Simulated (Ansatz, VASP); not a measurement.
## As in VASP and in Ansatz

INCAR

```
SYSTEM = As
PREC = Accurate ; ENCUT = 520
EDIFF = 1E-6 ; ISMEAR = -1
SIGMA = 0.05 ; LREAL = .FALSE.
LASPH = .TRUE. ; NELM = 60
ALGO = Normal ; ISIF = 2
LWAVE = .FALSE. ; LCHARG = .FALSE.
GGA = RE ; NBANDS = 12
```

KPOINTS

```
Automatic mesh
0
G
  9 9 9
  0 0 0
```

Contents of POSCAR:

```
As
1.0
    1.8807968987      1.0858785957      3.5140619945
   -1.8807968987      1.0858785957      3.5140619945
    0.0000000000     -2.1717571915      3.5140619945
As
2
Direct
    0.2260000000      0.2260000000      0.2260000000
    0.7740000000      0.7740000000      0.7740000000
```

Contents of input.yaml:

```yaml
crystal:
  lattice:
    - [1.8807968987, 1.0858785957, 3.5140619945]
    - [-1.8807968987, 1.0858785957, 3.5140619945]
    - [0.0, -2.1717571915, 3.5140619945]
  atoms:
    - { symbol: As, position: [0.226, 0.226, 0.226] }
    - { symbol: As, position: [0.774, 0.774, 0.774] }
hamiltonian:
  xc: revpbe
  pseudopotentials: { kind: paw }
kpoints:
  mp_grid: { grid: [9, 9, 9] }
  band_path:
    path:
      - [[0.0, 0.0, 0.0], [0.5, 0.0, 0.0], [0.5, 0.2303245873, -0.2303245873]]
      - [[0.7696754127, 0.5, 0.2303245873], [0.5, 0.5, 0.5], [0.0, 0.0, 0.0], [0.3651622936, 0.0, -0.3651622936]]
      - [[0.6348377064, 0.3651622936, 0.0], [0.5, 0.5, 0.0], [0.6348377064, 0.6348377064, 0.2303245873], [0.5, 0.5, 0.5]]
      - [[0.5, 0.0, 0.0], [0.7696754127, 0.3651622936, 0.3651622936]]
    npoints: 14
scf:
  occupations: { method: fermi_dirac, width: 0.05 }
  n_extra_bands: 6
output:
  forces: true
  stress: true
  eigenvalues: true
  fatbands: false
  write_density: true
  write_potential: true
  elf: true
  volumetric_format: npy
```

Alike in both runs: functional revPBE; k mesh 9 × 9 × 9; occupations fermi-dirac, width 0.05 eV; no spin polarisation.

|  | VASP | Ansatz |
| --- | --- | --- |
| version | VASP 6.6.1 | Ansatz 0.2.0 |
| potentials or method | VASP PAW PBE potentials, release 64 (As) | Ansatz PAW |
| plane-wave cutoff (eV) | 520 | 420 |
| valence electrons in the cell | 10 | 30 |
| task | single point | band structure |

|  | VASP | Ansatz | Ansatz less VASP |
| --- | --- | --- | --- |
| gap on the k mesh at the Fermi level (eV) | none | none | - |
| pressure (GPa) | 5.2 | 5.0 | -0.28 |
| traceless stress, the component that is largest in VASP (GPa) | -0.48 | -0.38 | +0.097 |
| rms of the force components (eV/Å) | 0.294 | 0.261 | -0.0328 |

VASP's potentials were made for PBE, not for revPBE. Atom by atom the forces differ by 0.033 eV/Å (rms over components). A gap of «none» marks a metal or a gap that the smearing closes. With one functional, cell and mesh, what is left measures potentials, basis and numerics. VASP's potentials hold 10 valence electrons a cell and Ansatz's 30, so a difference there can come from the potentials and not from the codes.
